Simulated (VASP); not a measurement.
# Mg (Fm-3m) in VASP: a series of runs

The runs below take Mg through single point, relaxation of cell and atoms, with PBE.

All numbers are computed with VASP 6.6.1; they aren't measurements. Logs are shortened: lines on timing, memory, paths and dates and some standing lists are left out, and cuts for length are marked.

### Step 1. The cell of the first run

It takes space group Fm-3m (No. 225, cubic). Conventional cell: a = 4.336 Å, b = 4.336 Å, c = 4.336 Å, α = 90.00°, β = 90.00°, γ = 90.00°. Mg (site symmetry m-3m) has 12 Mg at 3.07 Å within 4.0 Å.

### Step 2. Single point, PBE

INCAR reads:

```
PREC = Accurate ; ENCUT = 520
EDIFF = 1E-7 ; ISMEAR = -1
SIGMA = 0.08 ; LREAL = F
LASPH = T ; NELM = 60
ALGO = Normal ; ISIF = 2
LWAVE = F ; LCHARG = F
GGA = PE ; NBANDS = 7
```

KPOINTS reads:

```
Automatic mesh
0
Gamma
  15 15 15
```

POSCAR reads:

```
Mg
1.0
    0.0000000000      2.1679459714      2.1679459714
    2.1679459714      0.0000000000      2.1679459714
    2.1679459714      2.1679459714      0.0000000000
Mg
1
Direct
    0.0000000000      0.0000000000      0.0000000000
```

Potentials or basis: VASP PAW PBE potentials, release 64 (Mg).

Started as:

```
$ cat potpaw_PBE.64/Mg/POTCAR > POTCAR
$ mpirun -np 1 vasp_std > vasp.out
```

OUTCAR:

```text
PREC = Accurate
   ENCUT = 520
   EDIFF = 1E-7
   ISMEAR = -1
   LREAL = F
   LASPH = T
   NELM = 60
   ISIF = 2
   GGA = PE

 ion  position               nearest neighbor table
   1  0.000  0.000  0.000-

  LATTYP: Found a face centered cubic cell.
 ALAT       =     4.3358919428

  Lattice vectors:

 A1 = (   0.0000000000,   2.1679459714,   2.1679459714)
 A2 = (   2.1679459714,   0.0000000000,   2.1679459714)
 A3 = (   2.1679459714,   2.1679459714,   0.0000000000)

Analysis of symmetry for initial positions (statically):
=====================================================================
 Subroutine PRICEL returns:
 Original cell was already a primitive cell.

 Routine SETGRP: Setting up the symmetry group for a
 face centered cubic supercell.

 Subroutine GETGRP returns: Found 48 space group operations
 (whereof 48 operations were pure point group operations)
 out of a pool of 48 trial point group operations.

The static configuration has the point symmetry O_h .

Analysis of symmetry for dynamics (positions and initial velocities):
=====================================================================
 Subroutine PRICEL returns:
 Original cell was already a primitive cell.

 Routine SETGRP: Setting up the symmetry group for a
 face centered cubic supercell.

 Subroutine GETGRP returns: Found 48 space group operations
 (whereof 48 operations were pure point group operations)
 out of a pool of 48 trial point group operations.

The dynamic configuration has the point symmetry O_h .

 Subroutine INISYM returns: Found 48 space group operations
 (whereof 48 operations are pure point group operations),
 and found     1 'primitive' translations

----------------------------------------------------------------------------------------

                                     Primitive cell

  volume of cell :      20.3786

  direct lattice vectors                    reciprocal lattice vectors
     0.000000000  2.167945971  2.167945971    -0.230633054  0.230633054  0.230633054
     2.167945971  0.000000000  2.167945971     0.230633054 -0.230633054  0.230633054
     2.167945971  2.167945971  0.000000000     0.230633054  0.230633054 -0.230633054

  length of vectors
     3.065938595  3.065938595  3.065938595     0.399468167  0.399468167  0.399468167

  position of ions in fractional coordinates (direct lattice)
     0.000000000  0.000000000  0.000000000

  ion indices of the primitive-cell ions
[... 67 lines left out ...]
   ICHARG =      2    charge: 1-file 2-atom 10-const
   ISPIN  =      1    spin polarized calculation?
   LNONCOLLINEAR =      F non collinear calculations
   LSORBIT =      F    spin-orbit coupling
   LASPH  =      T    aspherical Exc in radial PAW
   ENCUT  =  520.0 eV  38.22 Ry    6.18 a.u.   5.70  5.70  5.70*2*pi/ulx,y,z
   NELM   =     60;   NELMIN=  2; NELMDL= -5     # of ELM steps
   EDIFF  = 0.1E-06   stopping-criterion for ELM
   LREAL  =      F    real-space projection
   EDIFFG = 0.1E-05   stopping-criterion for IOM
   NSW    =      0    number of steps for IOM
   IBRION =     -1    ionic relax: 0-MD 1-quasi-New 2-CG
   NFREE  =      0    steps in history (QN), initial steepest desc. (CG)
   ISIF   =      2    stress and relaxation
   ISYM   =      2    0-nonsym 1-usesym 2-fastsym
   POTIM  = 0.5000    time-step for ionic-motion
   TEBEG  =    0.0;   TEEND  =   0.0 temperature during run
   PSTRESS=    0.0 pullay stress
   NELECT =       2.0000    total number of electrons
   NUPDOWN=      -1.0000    fix difference up-down
   EMIN   =  10.00;   EMAX   =-10.00  energy-range for DOS
   EFERMI =   0.00;   METHOD = LEGACY
   ISMEAR =    -1;   SIGMA  =   0.08  broadening in eV -4-tet -1-fermi 0-gaus
   EFERMI_NEDOS =   21; number of points for ismear=-14 and -15
   IALGO  =     38    algorithm
   IMIX   =      4    mixing-type and parameters
     AMIX     =   0.40;   BMIX     =  1.00
     AMIX_MAG =   1.60;   BMIX_MAG =  1.00
  volume/ion in A,a.u.               =      20.38       137.52
  Fermi-wavevector in a.u.,A,eV,Ry     =   0.755138  1.427004  7.758498  0.570234
  Thomas-Fermi vector in A             =   1.852964
   LORBIT       =      0    0 simple, 1 ext, 2 COOP (PROOUT), +10 PAW based schemes
   GGA     = PE    functional components
   LHFCALC =     F    Hartree Fock is set to
   AEXX    =    0.0000 exact exchange contribution
   IVDW    =     0    specifies the selected vdW correction
   LEPSILON=     F    determine dielectric tensor
   LRPA    =     F    only Hartree local field effects (RPA)
 non-spin polarized calculation
  energy-cutoff  :      520.00
  volume of cell :       20.38
 maximum number of plane-waves:       564
   NGX = 11   NGY = 11   NGZ = 11

 number of electron       2.0000000 magnetization

 Free energy of the ion-electron system (eV)
  ---------------------------------------------------
  ext. energy  EPLUGINS =         0.00000000
  ---------------------------------------------------
  free energy    TOTEN  =        -1.45572238 eV

  energy without entropy =       -1.44657195  energy(sigma->0) =       -1.45114716

 E-fermi :   3.2549     XC(G=0):  -8.8685

 val. band max:        3.2333352020   @ k =  -0.4000   0.2667   0.0667
 cond. band min:       3.3056161386   @ k =  -0.4000   0.2000   0.0000
 fundamental gap:      0.0722809366
 Fermi energy:         3.2549300584

 k-point     1 :       0.0000    0.0000    0.0000
  band No.  band energies     occupation
      1      -4.1754      2.00000
      2      16.3942      0.00000
      3      16.3942      0.00000
      4      16.3942      0.00000
      5      18.8638      0.00000
      6      18.9869      0.00000
      7      18.9869      0.00000
[... 221 lines left out ...]
 k-point    24 :       0.2000    0.1333    0.0000
  band No.  band energies     occupation
      1      -3.2164      2.00000
      2      11.9044      0.00000
      3      13.7906      0.00000
      4      14.3842      0.00000
      5      16.2194      0.00000
      6      18.1477      0.00000
      7      22.0424      0.00000

 [... further k-points ...]
[... 5 lines left out ...]
  --------------------------------------------------------------------------------------
  -------------------------------------------------------------------------------------
  Total        0.7118842      0.7118842      0.7118842     -0.0000000     -0.0000000      0.0000000
  in kB       55.9686206     55.9686206     55.9686206     -0.0000000     -0.0000000      0.0000000
  external PRESSURE =      55.9686206 kB  Pullay stress =       0.0000000 kB

 VOLUME and BASIS-vectors are now :
 -----------------------------------------------------------------------------
  energy-cutoff  :      520.00
  volume of cell :       20.38
      direct lattice vectors                 reciprocal lattice vectors
     0.000000000  2.167945971  2.167945971    -0.230633054  0.230633054  0.230633054
     2.167945971  0.000000000  2.167945971     0.230633054 -0.230633054  0.230633054
     2.167945971  2.167945971  0.000000000     0.230633054  0.230633054 -0.230633054

 POSITION                                       TOTAL-FORCE (eV/Angst)
 -----------------------------------------------------------------------------------
      0.00000      0.00000      0.00000         0.000000      0.000000      0.000000
 -----------------------------------------------------------------------------------
    total drift:                               -0.000000      0.000000     -0.000000

  FREE ENERGIE OF THE ION-ELECTRON SYSTEM (eV)
  ---------------------------------------------------
  free  energy   TOTEN  =        -1.4557223798 eV

  energy  without entropy=       -1.4465719487  energy(sigma->0) =       -1.45114716
```

stdout:

```text
POSCAR found type information on POSCAR Mg
 POSCAR found :  1 types and       1 ions
 scaLAPACK will be used
 LDA part: xc-table for (Slater+PW92), standard interpolation
 POSCAR, INCAR and KPOINTS ok, starting setup
 FFT: planning ... GRIDC
 FFT: planning ... GRID_SOFT
 FFT: planning ... GRID
 WAVECAR not read
 entering main loop
```

It took 4.7 s on 1 thread of Intel Xeon 6975P-C, shared host; peak memory 0.15 GiB.

Results:

| Property | Result |
| --- | --- |
| Free energy | -1.4557 eV |
| Pressure | 5.6 GPa |
| Band gap on the k mesh | zero (band 1 reaches 4.42 eV, above the bottom of band 2 at 2.18 eV) |

Levels at points of the mesh, in eV from the Fermi level:
```csv
k point,band 1,band 2,band 3,band 4,band 5
"(0.00, 0.00, 0.00)",-7.43,13.14,13.14,13.14,15.61
```

### Step 3. Relaxation of cell and atoms, PBE, target pressure 5.7 GPa, at which the enthalpy is minimised

INCAR reads:

```
PREC = Accurate
ENCUT = 600
EDIFF = 1E-7
ISMEAR = -1
SIGMA = 0.08
LREAL = False
LASPH = True
NELM = 80
ALGO = Normal
ISIF = 3
LWAVE = False
LCHARG = False
GGA = PE
IBRION = 2
NSW = 60
EDIFFG = -0.005
PSTRESS = 57.0
```

KPOINTS is that of step 2.

POSCAR reads:

```
Mg
1.0
    0.0000000000      2.1686051177      2.1686051177
    2.1686051177      0.0000000000      2.1686051177
    2.1686051177      2.1686051177      0.0000000000
Mg
1
Direct
    0.0000000000      0.0000000000      0.0000000000
```

Potentials or basis: VASP PAW PBE potentials, release 64 (Mg).

Started as:

```
$ cat potpaw_PBE.64/Mg/POTCAR > POTCAR
$ mpirun -np 1 vasp_std > vasp.out
```

OUTCAR:

```text
PREC = Accurate
   ENCUT = 600
   EDIFF = 1E-7
   ISMEAR = -1
   LREAL = False
   LASPH = True
   NELM = 80
   ISIF = 3
   GGA = PE
   IBRION = 2
   NSW = 60
   EDIFFG = -0.005
   PSTRESS = 57.0

 ion  position               nearest neighbor table
   1  0.000  0.000  0.000-

  LATTYP: Found a face centered cubic cell.
 ALAT       =     4.3372102354

  Lattice vectors:

 A1 = (   0.0000000000,   2.1686051177,   2.1686051177)
[... 424 lines left out ...]
------------------------ aborting loop because EDIFF is reached ----------------------------------------

  FORCE on cell =-STRESS in cart. coord.  units (eV):
  Direction    XX          YY          ZZ          XY          YZ          ZX
  --------------------------------------------------------------------------------------
  -------------------------------------------------------------------------------------
  Total        0.7241564      0.7241564      0.7241564      0.0000000      0.0000000      0.0000000
  in kB       57.0441543     57.0441543     57.0441543      0.0000000      0.0000000      0.0000000
  external PRESSURE =       0.0441543 kB  Pullay stress =      57.0000000 kB

 VOLUME and BASIS-vectors are now :
 -----------------------------------------------------------------------------
  energy-cutoff  :      600.00
  volume of cell :       20.34
      direct lattice vectors                 reciprocal lattice vectors
    -0.000000000  2.166542803  2.166542803    -0.230782424  0.230782424  0.230782424
     2.166542803 -0.000000000  2.166542803     0.230782424 -0.230782424  0.230782424
     2.166542803  2.166542803 -0.000000000     0.230782424  0.230782424 -0.230782424

 POSITION                                       TOTAL-FORCE (eV/Angst)
 -----------------------------------------------------------------------------------
      0.00000      0.00000     -0.00000         0.000000      0.000000     -0.000000
 -----------------------------------------------------------------------------------
    total drift:                                0.000000      0.000000     -0.000000

  FREE ENERGIE OF THE ION-ELECTRON SYSTEM (eV)
  ---------------------------------------------------
  free  energy   TOTEN  =        -1.4544088254 eV

  energy  without entropy=       -1.4452735762  energy(sigma->0) =       -1.44984120

  enthalpy is  TOTEN    =        -0.7308129381 eV   P V=        0.7235958873

 reached required accuracy - stopping structural energy minimisation
```

OSZICAR:

```text
N       E                     dE             d eps       ncg     rms          rms(c)
DAV:   1    -0.349478816790E+00   -0.34948E+00   -0.87744E+02  1290   0.310E+02
DAV:   2    -0.145809525306E+01   -0.11086E+01   -0.10546E+01  1525   0.182E+01
DAV:   3    -0.146470916955E+01   -0.66139E-02   -0.65987E-02  1580   0.163E+00
DAV:   4    -0.146473119281E+01   -0.22023E-04   -0.22023E-04  1445   0.736E-02
DAV:   5    -0.146473133737E+01   -0.14456E-06   -0.14473E-06  1590   0.513E-03    0.644E-01
DAV:   6    -0.146049713649E+01    0.42342E-02   -0.30659E-04  1320   0.149E-01    0.410E-01
DAV:   7    -0.145644930031E+01    0.40478E-02   -0.12305E-03  1310   0.255E-01    0.223E-02
DAV:   8    -0.145645003875E+01   -0.73844E-06   -0.95420E-06  1490   0.232E-02    0.457E-03
DAV:   9    -0.145644981534E+01    0.22341E-06   -0.55024E-07  1365   0.443E-03    0.581E-04
DAV:  10    -0.145644973887E+01    0.76474E-07   -0.54424E-09   900   0.543E-04
   1 F= -.73078553E+00 E0= -.72620679E+00  d E =-.730786E+00
       N       E                     dE             d eps       ncg     rms          rms(c)
DAV:   1    -0.145440884011E+01    0.20410E-02   -0.14084E-04  1495   0.678E-02    0.381E-03
DAV:   2    -0.145440882536E+01    0.14746E-07   -0.44161E-07  1325   0.605E-03
   2 F= -.73081294E+00 E0= -.72624531E+00  d E =-.274090E-04
```

CONTCAR:

```text
Mg
   1.00000000000000
    -0.0000000000000000    2.1665428034322916    2.1665428034322916
     2.1665428034322916   -0.0000000000000000    2.1665428034322916
     2.1665428034322916    2.1665428034322916   -0.0000000000000000
  Mg
     1
Direct
     0.0000000000000000    0.0000000000000000    0.0000000000000000

  0.00000000E+00  0.00000000E+00  0.00000000E+00
```

It took 13 s on 1 thread of Intel Xeon 6975P-C, shared host; peak memory 0.16 GiB.

What came out:

* Free energy: -1.4544 eV
* Relaxed volume: 20.34 Å³/atom
* Relaxed cell: a = 3.064 Å, b = 3.064 Å, c = 3.064 Å, α = 60.00°, β = 60.00°, γ = 60.00°
* Space group after relaxing (to 0.05 Å): Fm-3m (No. 225)
* Energy change on relaxing (the enthalpy is what falls): +2.0 meV/atom
* Ionic steps: 2
* Pressure after relaxing: 5.7 GPa
* Band gap on the k mesh: zero (band 1 reaches 4.43 eV, above the bottom of band 2 at 2.19 eV)

Step by step:
| step | energy change (eV) | largest force (eV/Å) | pressure (GPa) | volume (Å³) |
| --- | --- | --- | --- | --- |
| 1 | 0.0000 | 0.0000 | 5.55 | 20.40 |
| 2 | 0.0020 | 0.0000 | 5.70 | 20.34 |

Final structure:
```cif
data_structure
_symmetry_space_group_name_H-M 'P 1'
_symmetry_Int_Tables_number 1
_cell_length_a 3.0640
_cell_length_b 3.0640
_cell_length_c 3.0640
_cell_angle_alpha 60.000
_cell_angle_beta 60.000
_cell_angle_gamma 60.000
_cell_volume 20.34
loop_
_atom_site_label
_atom_site_type_symbol
_atom_site_fract_x
_atom_site_fract_y
_atom_site_fract_z
_atom_site_occupancy
Mg1 Mg 0.00000 0.00000 0.00000 1
```

Levels at points of the mesh, in eV from the Fermi level:
| k point | band 1 | band 2 | band 3 | band 4 |
| --- | --- | --- | --- | --- |
| (0.00, 0.00, 0.00) | -7.44 | 13.15 | 13.15 | 13.15 |

Caveat: the cell is relaxed towards a set pressure, so the enthalpy falls and the energy may rise.

### Step 4. Relaxation of cell and atoms, PBE, target pressure 5.7 GPa, at which the enthalpy is minimised

INCAR reads:

```
PREC = Accurate
ENCUT = 600
EDIFF = 1E-6
ISMEAR = -1
SIGMA = 0.08
LREAL = F
LASPH = T
NELM = 100
ALGO = Normal
ISIF = 3
LWAVE = F
LCHARG = F
GGA = PE
IBRION = 2
NSW = 32
EDIFFG = -0.005
PSTRESS = 57.0
```

KPOINTS is that of step 3.

POSCAR reads:

```
Mg
1.0
    0.0000000000      2.1679459714      2.1679459714
    2.1679459714      0.0000000000      2.1679459714
    2.1679459714      2.1679459714      0.0000000000
Mg
1
Direct
    0.0000000000      0.0000000000      0.0000000000
```

Started as:

```
$ cat potpaw_PBE.64/Mg/POTCAR > POTCAR
$ mpirun -np 1 vasp_std > vasp.out
```

Wall time 6.6 s (1 thread of Intel Xeon 6975P-C, shared host); peak memory 0.15 GiB.

Results (log left out):

```
Free energy                                            : -1.4542 eV
Relaxed volume                                         : 20.33 Å³/atom
Relaxed cell                                           : a = 3.064 Å, b = 3.064 Å, c = 3.064 Å, α = 60.00°, β = 60.00°, γ = 60.00°
Space group after relaxing (to 0.05 Å)                 : Fm-3m (No. 225)
Energy change on relaxing (the enthalpy is what falls) : +1.6 meV/atom
Ionic steps                                            : 2
Pressure after relaxing                                : 5.7 GPa
Band gap on the k mesh                                 : zero (band 1 reaches 4.44 eV, above the bottom of band 2 at 2.19 eV)
```

The path:
```csv
step,energy change (eV),largest force (eV/Å),pressure (GPa),volume (Å³)
1,0.0000,0.0000,5.58,20.38
2,0.0016,0.0000,5.72,20.33
```

Final structure:
```xyz
1
Lattice="0.0000 2.1663 2.1663 2.1663 0.0000 2.1663 2.1663 2.1663 0.0000" Properties=species:S:1:pos:R:3 pbc="T T T"
Mg    0.0000    0.0000    0.0000
```

Levels at points of the mesh, in eV from the Fermi level:
| k point | band 1 | band 2 | band 3 | band 4 | band 5 |
| --- | --- | --- | --- | --- | --- |
| (0.00, 0.00, 0.00) | -7.44 | 13.15 | 13.15 | 13.15 | 15.63 |

Caveat: the cell is relaxed towards a set pressure, so the enthalpy falls and the energy may rise.

### Step 5. Summary

| task | cell | cutoff (eV) | gap on the mesh (eV) | pressure (GPa) |
| --- | --- | --- | --- | --- |
| single point | a = 3.066 Å, angles 60.0°, 1 atom | 520 | none | 5.6 |
| relaxation of cell and atoms | relaxed to 5.7 GPa from a = 3.067 Å, angles 60.0°, 1 atom | 600 | none | 5.7 |
| relaxation of cell and atoms | relaxed to 5.7 GPa from a = 3.066 Å, angles 60.0°, 1 atom | 600 | none | 5.7 |

Alike in all rows: level PBE; potentials or basis VASP PAW PBE potentials, release 64 (Mg); no spin polarisation; k mesh 15 × 15 × 15; smearing fermi-dirac 0.08 eV.

Caveats: the cell is relaxed towards a set pressure, so the enthalpy falls and the energy may rise (some runs).

Total energies depend on the potentials used, so only differences within one code and one set of settings carry meaning.
